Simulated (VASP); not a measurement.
# Hf3B6F in VASP: single point with PBEsol

Aim: the single point of Hf3B6F with PBEsol.

Everything below comes from runs of VASP 6.6.1. Logs are shortened: lines on timing, memory, paths and dates and some standing lists are left out, and cuts for length are marked.

## 1. The cell of the first run

The cell holds a slab with vacuum, 10 atoms: a = 3.127 Å, b = 3.447 Å, c = 26.222 Å, α = 90.00°, β = 90.00°, γ = 90.00°.

## 2. Single point, PBEsol

Contents of INCAR:

```
SYSTEM = Hf3B6F
ALGO = Normal ; DIPOL = 0.5 0.5 0.481
EDIFF = 1E-6 ; ENCUT = 520
GGA = PS ; IDIPOL = 3
ISIF = 2 ; ISMEAR = 0
LASPH = .True. ; LCHARG = .False.
LDIPOL = .True. ; LREAL = .False.
LWAVE = .False. ; NBANDS = 38
NELM = 100 ; PREC = Accurate
SIGMA = 0.1
```

Contents of KPOINTS:

```
k-points
0
Gamma
  9 8 1
  0 0 0
```

Contents of POSCAR:

```
Hf3B6F
1.0
    3.1274219977      0.0000000000      0.0000000000
    0.0000000000      3.4471418842      0.0000000000
    0.0000000000      0.0000000000     26.2224717289
B Hf F
6 3 1
Direct
    0.0000000000      0.5000000000      0.3241494580
    0.0000000000      0.5000000000      0.3930071139
    0.5000000000      0.5000000000      0.4274359417
    0.5000000000      0.5000000000      0.4970681179
    0.0000000000      0.5000000000      0.5322982193
    0.0000000000      0.5000000000      0.5986739071
    0.5000000000      0.0000000000      0.3585782860
    0.0000000000      0.0000000000      0.4626143515
    0.5000000000      0.0000000000      0.5650068376
    0.0000000000      0.5000000000      0.6510535861
```

Potentials or basis: VASP PAW PBE potentials, release 64 (B, Hf_pv, F).

On the command line:

```bash
> cat potpaw_PBE.64/B/POTCAR potpaw_PBE.64/Hf_pv/POTCAR potpaw_PBE.64/F/POTCAR > POTCAR
> mpirun -np 1 vasp_std > vasp.out
```

OUTCAR:

```text
SYSTEM = Hf3B6F
   EDIFF = 1E-6
   ENCUT = 520
   GGA = PS
   ISIF = 2
   ISMEAR = 0
   LASPH = .True.
   LREAL = .False.
   NELM = 100
   PREC = Accurate

 ion  position               nearest neighbor table
   1  0.000  0.500  0.324-   2 1.81   7 2.50   7 2.50   7 2.50   7 2.50
   2  0.000  0.500  0.393-   3 1.81   3 1.81   1 1.81   7 2.50   7 2.50   7 2.50   7 2.50   8 2.51
                             8 2.51
   3  0.500  0.500  0.427-   2 1.81   2 1.81   4 1.83   7 2.50   7 2.50   8 2.50   8 2.50   8 2.50
                             8 2.50
   4  0.500  0.500  0.497-   5 1.82   5 1.82   3 1.83   9 2.48   9 2.48   8 2.50   8 2.50   8 2.50
                             8 2.50
   5  0.000  0.500  0.532-   6 1.74   4 1.82   4 1.82   9 2.48   9 2.48   9 2.48   9 2.48   8 2.51
                             8 2.51
   6  0.000  0.500  0.599-  10 1.37   5 1.74   9 2.49   9 2.49   9 2.49   9 2.49
   7  0.500  0.000  0.359-   3 2.50   3 2.50   2 2.50   2 2.50   2 2.50   2 2.50   1 2.50   1 2.50
                             1 2.50   1 2.50   8 3.14   8 3.14
   8  0.000  0.000  0.463-   4 2.50   4 2.50   4 2.50   4 2.50   3 2.50   3 2.50   3 2.50   3 2.50
                             2 2.51   2 2.51   5 2.51   5 2.51   9 3.11   9 3.11   7 3.14   7 3.14
   9  0.500  0.000  0.565-   4 2.48   4 2.48   5 2.48   5 2.48   5 2.48   5 2.48   6 2.49   6 2.49
                             6 2.49   6 2.49   8 3.11   8 3.11
  10  0.000  0.500  0.651-   6 1.37

  LATTYP: Found a simple orthorhombic cell.
 ALAT       =     3.1274219977
 B/A-ratio  =     1.1022311305
 C/A-ratio  =     8.3846924874

  Lattice vectors:

 A1 = (   3.1274219977,   0.0000000000,   0.0000000000)
 A2 = (   0.0000000000,   3.4471418842,   0.0000000000)
 A3 = (   0.0000000000,   0.0000000000,  26.2224717289)

Analysis of symmetry for initial positions (statically):
=====================================================================
 Subroutine PRICEL returns:
 Original cell was already a primitive cell.

 Routine SETGRP: Setting up the symmetry group for a
 simple orthorhombic supercell.

 Subroutine GETGRP returns: Found  4 space group operations
 (whereof  4 operations were pure point group operations)
 out of a pool of  8 trial point group operations.

The static configuration has the point symmetry C_2v.

Analysis of symmetry for dynamics (positions and initial velocities):
=====================================================================
 Subroutine PRICEL returns:
 Original cell was already a primitive cell.

[... 138 lines left out ...]
   EFERMI_NEDOS =   21; number of points for ismear=-14 and -15
   IALGO  =     38    algorithm
   IMIX   =      4    mixing-type and parameters
     AMIX     =   0.40;   BMIX     =  1.00
     AMIX_MAG =   1.60;   BMIX_MAG =  1.00
  volume/ion in A,a.u.               =      28.27       190.77
  Fermi-wavevector in a.u.,A,eV,Ry     =   0.948614  1.792620 12.243442  0.899868
  Thomas-Fermi vector in A             =   2.076819
   LORBIT       =      0    0 simple, 1 ext, 2 COOP (PROOUT), +10 PAW based schemes
   GGA     = PS    functional components
   LHFCALC =     F    Hartree Fock is set to
   AEXX    =    0.0000 exact exchange contribution
   IVDW    =     0    specifies the selected vdW correction
   LEPSILON=     F    determine dielectric tensor
   LRPA    =     F    only Hartree local field effects (RPA)
 non-spin polarized calculation
 Gauss-broadening in eV      SIGMA  =   0.10
  energy-cutoff  :      520.00
  volume of cell :      282.70
 maximum number of plane-waves:      7651
 NGX is ok and might be reduce to    24
   NGX = 11   NGY = 13   NGZ = 97

 dipolmoment           0.000000      0.000000     -0.002035 electrons x Angstroem

 number of electron      54.9999996 magnetization

 dipolmoment           0.000000      0.000000      0.004086 electrons x Angstroem

 Free energy of the ion-electron system (eV)
  ---------------------------------------------------
  ext. energy  EPLUGINS =         0.00000000
  ---------------------------------------------------
  free energy    TOTEN  =       -82.75048341 eV

  energy without entropy =      -82.73181062  energy(sigma->0) =      -82.74114701

 E-fermi :  -1.2039     XC(G=0):  -5.0440

 val. band max:       -1.2141257276   @ k =   0.2222   0.1250   0.0000
 cond. band min:      -1.1902251326   @ k =   0.2222   0.0000   0.0000
 fundamental gap:      0.0239005950
 Fermi energy:        -1.2039348954

 k-point     1 :       0.0000    0.0000    0.0000
  band No.  band energies     occupation
      1     -31.6772      2.00000
      2     -31.4156      2.00000
      3     -31.3850      2.00000
      4     -31.2508      2.00000
      5     -31.1676      2.00000
      6     -31.1025      2.00000
[... 973 lines left out ...]
     37       4.2880      0.00000
     38       4.9381      0.00000

 [... further k-points ...]

------------------------ aborting loop because EDIFF is reached ----------------------------------------

 vacuum level on the upper side and lower side of the slab       (xc-potential included)        -0.145        -0.230

  FORCE on cell =-STRESS in cart. coord.  units (eV):
  Direction    XX          YY          ZZ          XY          YZ          ZX
  --------------------------------------------------------------------------------------
  -------------------------------------------------------------------------------------
  Total       -2.0015591     -4.0818956     -1.0487117      0.0000000      0.0000000      0.0000000
  in kB      -11.3438302    -23.1341318     -5.9435704      0.0000000      0.0000000      0.0000000
  external PRESSURE =     -13.4738441 kB  Pullay stress =       0.0000000 kB

 VOLUME and BASIS-vectors are now :
 -----------------------------------------------------------------------------
  energy-cutoff  :      520.00
  volume of cell :      282.70
      direct lattice vectors                 reciprocal lattice vectors
     3.127421998  0.000000000  0.000000000     0.319752180  0.000000000  0.000000000
     0.000000000  3.447141884  0.000000000     0.000000000  0.290095399  0.000000000
     0.000000000  0.000000000 26.222471729     0.000000000  0.000000000  0.038135230

 POSITION                                       TOTAL-FORCE (eV/Angst)
 -----------------------------------------------------------------------------------
      0.00000      1.72357      8.50000         0.000000      0.000000      1.573591
      0.00000      1.72357     10.30562         0.000000      0.000000     -0.129441
      1.56371      1.72357     11.20843         0.000000      0.000000      0.168259
      1.56371      1.72357     13.03435         0.000000      0.000000      0.001160
      0.00000      1.72357     13.95818         0.000000      0.000000     -0.013569
      0.00000      1.72357     15.69871         0.000000      0.000000     -0.253551
      1.56371      0.00000      9.40281         0.000000      0.000000     -1.604574
      0.00000      0.00000     12.13089         0.000000      0.000000      0.016702
      1.56371      0.00000     14.81588         0.000000      0.000000     -0.015958
      0.00000      1.72357     17.07223         0.000000      0.000000      0.257380
 -----------------------------------------------------------------------------------
    total drift:                                0.000000      0.000000      0.001278

  FREE ENERGIE OF THE ION-ELECTRON SYSTEM (eV)
  ---------------------------------------------------
  free  energy   TOTEN  =       -82.7504834060 eV

  energy  without entropy=      -82.7318106237  energy(sigma->0) =      -82.74114701

 vacuum level on the upper side and lower side of the slab         4.231         4.149
```

stdout:

```text
POSCAR found type information on POSCAR B HfF
 POSCAR found :  3 types and      10 ions
 scaLAPACK will be used
 -----------------------------------------------------------------------------
|                                                                             |
|                                                                             |
|     You enforced a specific xc type in the INCAR file but a different       |
|     I HOPE YOU KNOW WHAT YOU ARE DOING!                                     |
|                                                                             |
 -----------------------------------------------------------------------------

 LDA part: xc-table for (Slater+PW92), standard interpolation
 POSCAR, INCAR and KPOINTS ok, starting setup
 FFT: planning ... GRIDC
 FFT: planning ... GRID_SOFT
 FFT: planning ... GRID
 WAVECAR not read
 entering main loop
```

Wall time 7.4 min (1 thread of AMD EPYC 9R45 (Zen 5), shared host); peak memory 0.46 GiB.

What came out:

```yaml
Free_energy: -82.7505 eV
Largest_force: 1.605 eV/Å
Band_gap_on_the_k_mesh: zero (an odd number of electrons rules out a gap without spin polarisation)
```

Forces in eV/Å, atoms in the order of the input:
```
B    0.000  0.000  1.574
B    0.000  0.000 -0.129
B    0.000  0.000  0.168
B    0.000  0.000  0.001
B    0.000  0.000 -0.014
B    0.000  0.000 -0.254
Hf   0.000  0.000 -1.605
Hf   0.000  0.000  0.017
Hf   0.000  0.000 -0.016
F    0.000  0.000  0.257
```

Caveat: the PAW data sets were made with another functional, which shifts forces and pressure a little; spin-orbit coupling is left out, which moves the levels of the heavy elements; an odd number of electrons without spin polarisation forces a metal; a magnetic or distorted state may lie lower.

The gap in the log of VASP goes by the Fermi energy; the results here count the filled bands.